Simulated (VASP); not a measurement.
A run of VASP 6.6.1 is set up as follows.

Contents of INCAR:

```
SYSTEM = ScAl
PREC = Accurate
ENCUT = 520
EDIFF = 1E-7
ISMEAR = 1
SIGMA = 0.15
LREAL = .FALSE.
LASPH = .TRUE.
NELM = 80
ALGO = Normal
ISIF = 2
LWAVE = .FALSE.
LCHARG = .FALSE.
GGA = PS
NBANDS = 14
```

KPOINTS

```
regular mesh
0
G
  9 9 9
  0 0 0
```

File POSCAR:

```
ScAl
1.0
    3.3363027430      0.0000000000      0.0000000000
    0.0000000000      3.3363027430      0.0000000000
    0.0000000000      0.0000000000      3.3363027430
Sc Al
1 1
Direct
    0.5000000000      0.5000000000      0.5000000000
    0.0000000000      0.0000000000      0.0000000000
```

Potentials or basis: VASP PAW PBE potentials, release 64 (Sc_sv, Al).

Run with:

```console
$ cat potpaw_PBE.64/Sc_sv/POTCAR potpaw_PBE.64/Al/POTCAR > POTCAR
$ mpirun -np 1 vasp_std > vasp.out
```

Question: Predict the band gap on the k mesh.

Answer: Zero (band 7 reaches 6.43 eV, above the bottom of band 8 at 5.76 eV).

Question: Predict the pressure.

Answer: 0.6 GPa.

Caveat: the PAW data sets were made with another functional, which shifts forces and pressure a little.
